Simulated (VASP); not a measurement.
# Sr3O (P4/mmm) in VASP: single point with PBE

Aim: the single point of Sr3O with PBE.

All numbers are computed with VASP 6.6.1; they aren't measurements. Logs are shortened: lines on timing, memory, paths and dates and some standing lists are left out, and cuts for length are marked.

### Step 1. The cell of the first run

The structure is tetragonal, space group P4/mmm (No. 123). Conventional cell: a = 5.573 Å, b = 5.573 Å, c = 4.583 Å, α = 90.00°, β = 90.00°, γ = 90.00°. Within 4.7 Å of Sr (site symmetry mmm) lie 10 Sr at 3.61 to 4.58 Å and 4 O at 3.61 Å. Within 4.7 Å of Sr (site symmetry 4/mmm) lie 10 Sr at 3.61 to 4.58 Å and 4 O at 3.94 Å. Within 4.7 Å of O (site symmetry 4/mmm) lie 12 Sr at 3.61 to 3.94 Å and 2 O at 4.58 Å.

### Step 2. Single point, PBE

INCAR

```
ALGO = Normal ; EDIFF = 1E-6
ENCUT = 520 ; GGA = PE
ISIF = 2 ; ISMEAR = 0
LASPH = True ; LCHARG = False
LREAL = False ; LWAVE = False
NBANDS = 26 ; NELM = 100
PREC = Accurate ; SIGMA = 0.1
```

KPOINTS

```
k-points
0
Gamma
  10 10 10
```

POSCAR

```
Sr3O
1.0
    5.5732499693      0.0000000000      0.0000000000
    0.0000000000      5.5732499693      0.0000000000
    0.0000000000      0.0000000000      4.5826870904
Sr O
3 1
Direct
    0.0000000000      0.5000000000      0.5000000000
    0.5000000000      0.0000000000      0.5000000000
    0.5000000000      0.5000000000      0.0000000000
    0.0000000000      0.0000000000      0.0000000000
```

Potentials or basis: VASP PAW PBE potentials, release 64 (Sr_sv, O).

The run is started by

```bash
cat potpaw_PBE.64/Sr_sv/POTCAR potpaw_PBE.64/O/POTCAR > POTCAR
mpirun -np 1 vasp_std > vasp.out
```

OUTCAR:

```text
EDIFF = 1E-6
   ENCUT = 520
   GGA = PE
   ISIF = 2
   ISMEAR = 0
   LASPH = True
   LREAL = False
   NELM = 100
   PREC = Accurate

 ion  position               nearest neighbor table
   1  0.000  0.500  0.500-   3 3.61   3 3.61   3 3.61   3 3.61   2 3.94   2 3.94   2 3.94   2 3.94

   2  0.500  0.000  0.500-   3 3.61   3 3.61   3 3.61   3 3.61   1 3.94   1 3.94   1 3.94   1 3.94

   3  0.500  0.500  0.000-   1 3.61   2 3.61   1 3.61   2 3.61   2 3.61   2 3.61   1 3.61   1 3.61

   4  0.000  0.000  0.000-

  LATTYP: Found a simple tetragonal cell.
 ALAT       =     5.5732499693
 C/A-ratio  =     0.8222647675

  Lattice vectors:

 A1 = (   5.5732499693,   0.0000000000,   0.0000000000)
 A2 = (   0.0000000000,   5.5732499693,   0.0000000000)
 A3 = (   0.0000000000,   0.0000000000,   4.5826870904)

Analysis of symmetry for initial positions (statically):
=====================================================================
 Subroutine PRICEL returns:
 Original cell was already a primitive cell.

 Routine SETGRP: Setting up the symmetry group for a
 simple tetragonal supercell.

 Subroutine GETGRP returns: Found 16 space group operations
 (whereof 16 operations were pure point group operations)
 out of a pool of 16 trial point group operations.

The static configuration has the point symmetry D_4h.

Analysis of symmetry for dynamics (positions and initial velocities):
=====================================================================
 Subroutine PRICEL returns:
 Original cell was already a primitive cell.

 Routine SETGRP: Setting up the symmetry group for a
 simple tetragonal supercell.

 Subroutine GETGRP returns: Found 16 space group operations
 (whereof 16 operations were pure point group operations)
 out of a pool of 16 trial point group operations.

The dynamic configuration has the point symmetry D_4h.

 Subroutine INISYM returns: Found 16 space group operations
 (whereof 16 operations are pure point group operations),
 and found     1 'primitive' translations

----------------------------------------------------------------------------------------

                                     Primitive cell

  volume of cell :     142.3434

  direct lattice vectors                    reciprocal lattice vectors
     5.573249969  0.000000000  0.000000000     0.179428521  0.000000000  0.000000000
     0.000000000  5.573249969  0.000000000     0.000000000  0.179428521  0.000000000
     0.000000000  0.000000000  4.582687090     0.000000000  0.000000000  0.218212586

  length of vectors
     5.573249969  5.573249969  4.582687090     0.179428521  0.179428521  0.218212586

  position of ions in fractional coordinates (direct lattice)
     0.000000000  0.500000000  0.500000000
     0.500000000  0.000000000  0.500000000
     0.500000000  0.500000000  0.000000000
     0.000000000  0.000000000  0.000000000

  ion indices of the primitive-cell ions
   primitive index   ion index
                 1           1
                 2           2
                 3           3
                 4           4

----------------------------------------------------------------------------------------

 KPOINTS: k-points

Automatic generation of k-mesh.
 Grid dimensions read from file:
 generate k-points for:   10   10   10

 Generating k-lattice:

  Cartesian coordinates                     Fractional coordinates (reciprocal lattice)
     0.017942852  0.000000000  0.000000000     0.100000000  0.000000000  0.000000000
     0.000000000  0.017942852  0.000000000     0.000000000  0.100000000  0.000000000
     0.000000000  0.000000000  0.021821259     0.000000000  0.000000000  0.100000000

  Length of vectors
     0.017942852  0.017942852  0.021821259

  Shift w.r.t. Gamma in fractional coordinates (k-lattice)
     0.000000000  0.000000000  0.000000000

 Subroutine IBZKPT returns following result:
 ===========================================

 Found    126 irreducible k-points:

 Following reciprocal coordinates:
            Coordinates               Weight
  0.000000  0.000000  0.000000      1.000000
  0.100000  0.000000  0.000000      4.000000
  0.200000  0.000000  0.000000      4.000000
  0.300000  0.000000  0.000000      4.000000
  0.400000  0.000000  0.000000      4.000000
  0.500000  0.000000  0.000000      2.000000
[... 16 lines left out ...]
  0.100000  0.000000  0.100000      8.000000
  0.200000  0.000000  0.100000      8.000000
 [... further k-points ...]
   k-points           NKPTS =    126   k-points in BZ     NKDIM =    126   number of bands    NBANDS=     26
   number of dos      NEDOS =    301   number of ions     NIONS =      4
   total plane-waves  NPLWV =  63504
   dimension x,y,z NGX =    42 NGY =   42 NGZ =   36
   dimension x,y,z NGXF=    84 NGYF=   84 NGZF=   72
   ions per type =               3   1
   NGX,Y,Z   is equivalent  to a cutoff of  12.53, 12.53, 13.06 a.u.
   NGXF,Y,Z  is equivalent  to a cutoff of  25.06, 25.06, 26.12 a.u.
 SYSTEM =  unknown system
   PREC   = accura    normal or accurate (medium, high low for compatibility)
   ISTART =      0    job   : 0-new  1-cont  2-samecut
   ICHARG =      2    charge: 1-file 2-atom 10-const
   ISPIN  =      1    spin polarized calculation?
   LNONCOLLINEAR =      F non collinear calculations
   LSORBIT =      F    spin-orbit coupling
   LASPH  =      T    aspherical Exc in radial PAW
   ENCUT  =  520.0 eV  38.22 Ry    6.18 a.u.  10.36 10.36  8.52*2*pi/ulx,y,z
   NELM   =    100;   NELMIN=  2; NELMDL= -5     # of ELM steps
   EDIFF  = 0.1E-05   stopping-criterion for ELM
   LREAL  =      F    real-space projection
   EDIFFG = 0.1E-04   stopping-criterion for IOM
   NSW    =      0    number of steps for IOM
   IBRION =     -1    ionic relax: 0-MD 1-quasi-New 2-CG
   NFREE  =      0    steps in history (QN), initial steepest desc. (CG)
   ISIF   =      2    stress and relaxation
   ISYM   =      2    0-nonsym 1-usesym 2-fastsym
   POTIM  = 0.5000    time-step for ionic-motion
   TEBEG  =    0.0;   TEEND  =   0.0 temperature during run
   PSTRESS=    0.0 pullay stress
   NELECT =      36.0000    total number of electrons
   NUPDOWN=      -1.0000    fix difference up-down
   EMIN   =  10.00;   EMAX   =-10.00  energy-range for DOS
   EFERMI =   0.00;   METHOD = LEGACY
   ISMEAR =     0;   SIGMA  =   0.10  broadening in eV -4-tet -1-fermi 0-gaus
   EFERMI_NEDOS =   21; number of points for ismear=-14 and -15
   IALGO  =     38    algorithm
   IMIX   =      4    mixing-type and parameters
     AMIX     =   0.40;   BMIX     =  1.00
     AMIX_MAG =   1.60;   BMIX_MAG =  1.00
  volume/ion in A,a.u.               =      35.59       240.15
  Fermi-wavevector in a.u.,A,eV,Ry     =   1.035293  1.956420 14.583152  1.071831
  Thomas-Fermi vector in A             =   2.169629
   LORBIT       =      0    0 simple, 1 ext, 2 COOP (PROOUT), +10 PAW based schemes
   GGA     = PE    functional components
   LHFCALC =     F    Hartree Fock is set to
   AEXX    =    0.0000 exact exchange contribution
   IVDW    =     0    specifies the selected vdW correction
   LEPSILON=     F    determine dielectric tensor
   LRPA    =     F    only Hartree local field effects (RPA)
 non-spin polarized calculation
 Gauss-broadening in eV      SIGMA  =   0.10
  energy-cutoff  :      520.00
  volume of cell :      142.34
 maximum number of plane-waves:      3864
 NGX is ok and might be reduce to    42
   NGX = 21   NGY = 21   NGZ = 17

 number of electron      35.9999997 magnetization

 Free energy of the ion-electron system (eV)
  ---------------------------------------------------
  ext. energy  EPLUGINS =         0.00000000
  ---------------------------------------------------
  free energy    TOTEN  =        -9.69729824 eV

  energy without entropy =       -9.67632671  energy(sigma->0) =       -9.68681247

 E-fermi :   2.2075     XC(G=0):  -8.0864

 val. band max:        2.2053463215   @ k =   0.5000   0.2000   0.4000
 cond. band min:       2.2093317636   @ k =   0.4000   0.2000   0.4000
 fundamental gap:      0.0039854421
 Fermi energy:         2.2074690468

 k-point     1 :       0.0000    0.0000    0.0000
  band No.  band energies     occupation
      1     -34.4252      2.00000
      2     -34.3803      2.00000
      3     -34.2284      2.00000
      4     -16.6929      2.00000
      5     -16.6929      2.00000
      6     -16.5561      2.00000
[... 18 lines left out ...]
     25       5.2288      0.00000
     26       6.1872      0.00000

 k-point     2 :       0.1000    0.0000    0.0000
  band No.  band energies     occupation
      1     -34.4238      2.00000
      2     -34.3810      2.00000
      3     -34.2291      2.00000
      4     -16.6896      2.00000
      5     -16.6804      2.00000
      6     -16.5506      2.00000
[... 18 lines left out ...]
     25       5.1059      0.00000
     26       6.1337      0.00000

 k-point     3 :       0.2000    0.0000    0.0000
  band No.  band energies     occupation
      1     -34.4199      2.00000
      2     -34.3830      2.00000
      3     -34.2311      2.00000
      4     -16.6803      2.00000
      5     -16.6436      2.00000
      6     -16.5350      2.00000
[... 18 lines left out ...]
     25       4.8007      0.00000
     26       5.9934      0.00000

 k-point     4 :       0.3000    0.0000    0.0000
  band No.  band energies     occupation
      1     -34.4141      2.00000
      2     -34.3864      2.00000
      3     -34.2335      2.00000
      4     -16.6681      2.00000
      5     -16.5858      2.00000
      6     -16.5131      2.00000
[... 18 lines left out ...]
     25       4.4679      0.00000
     26       5.5583      0.00000
[... 496 lines left out ...]
      1     -34.4235      2.00000
      2     -34.3801      2.00000
      3     -34.2298      2.00000
      4     -16.6806      2.00000
      5     -16.6806      2.00000
      6     -16.5520      2.00000
[... 18 lines left out ...]
     25       5.1162      0.00000
     26       6.1878      0.00000

 k-point    23 :       0.1000    0.0000    0.1000
  band No.  band energies     occupation
      1     -34.4221      2.00000
      2     -34.3808      2.00000
      3     -34.2305      2.00000
      4     -16.6772      2.00000
      5     -16.6717      2.00000
      6     -16.5442      2.00000
[... 18 lines left out ...]
     25       5.0081      0.00000
     26       6.0840      0.00000

 k-point    24 :       0.2000    0.0000    0.1000
  band No.  band energies     occupation
      1     -34.4184      2.00000
      2     -34.3828      2.00000
      3     -34.2323      2.00000
      4     -16.6679      2.00000
      5     -16.6455      2.00000
      6     -16.5229      2.00000
[... 18 lines left out ...]
     25       4.7365      0.00000
     26       5.8964      0.00000

 [... further k-points ...]

------------------------ aborting loop because EDIFF is reached ----------------------------------------

  FORCE on cell =-STRESS in cart. coord.  units (eV):
  Direction    XX          YY          ZZ          XY          YZ          ZX
  --------------------------------------------------------------------------------------
  -------------------------------------------------------------------------------------
  Total        0.0552851      0.0552851      0.0300205      0.0000000     -0.0000000      0.0000000
  in kB        0.6222741      0.6222741      0.3379024      0.0000000     -0.0000000      0.0000000
  external PRESSURE =       0.5274835 kB  Pullay stress =       0.0000000 kB

 VOLUME and BASIS-vectors are now :
 -----------------------------------------------------------------------------
  energy-cutoff  :      520.00
  volume of cell :      142.34
      direct lattice vectors                 reciprocal lattice vectors
     5.573249969  0.000000000  0.000000000     0.179428521  0.000000000  0.000000000
     0.000000000  5.573249969  0.000000000     0.000000000  0.179428521  0.000000000
     0.000000000  0.000000000  4.582687090     0.000000000  0.000000000  0.218212586

 POSITION                                       TOTAL-FORCE (eV/Angst)
 -----------------------------------------------------------------------------------
      0.00000      2.78662      2.29134         0.000000      0.000000      0.000000
      2.78662      0.00000      2.29134         0.000000      0.000000      0.000000
      2.78662      2.78662      0.00000         0.000000      0.000000      0.000000
      0.00000      0.00000      0.00000         0.000000      0.000000      0.000000
 -----------------------------------------------------------------------------------
    total drift:                                0.000000     -0.000000      0.000000

  FREE ENERGIE OF THE ION-ELECTRON SYSTEM (eV)
  ---------------------------------------------------
  free  energy   TOTEN  =        -9.6972982418 eV

  energy  without entropy=       -9.6763267059  energy(sigma->0) =       -9.68681247
```

Run time: 6.9 min. Hardware: 1 thread of Intel Xeon Platinum 8259CL at 2.50GHz (Skylake/Cascade Lake), shared host; peak memory 0.51 GiB.

Results:

```yaml
Free_energy: -9.6973 eV
Pressure: 0.1 GPa
Band_gap_on_the_k_mesh: zero (band 18 reaches 2.44 eV, above the bottom of band 19 at 1.48 eV)
```

Levels at points of the mesh, in eV from the Fermi level:
| k point | band 16 | band 17 | band 18 | band 19 | band 20 | band 21 |
| --- | --- | --- | --- | --- | --- | --- |
| (0.00, 0.00, 0.00) | -1.82 | -1.53 | -0.71 | -0.44 | 0.20 | 0.75 |
| (0.50, 0.00, 0.00) | -1.62 | -1.43 | -0.81 | 0.34 | 0.99 | 1.38 |
| (0.50, 0.50, 0.00) | -1.69 | -1.10 | 0.23 | 0.23 | 0.93 | 1.36 |
| (0.00, 0.00, 0.50) | -1.97 | -1.09 | -0.52 | 1.00 | 1.23 | 1.37 |
| (0.50, 0.00, 0.50) | -2.01 | -0.52 | -0.07 | 0.22 | 0.68 | 1.14 |
| (0.50, 0.50, 0.50) | -1.91 | -0.86 | -0.86 | -0.73 | 0.43 | 1.04 |
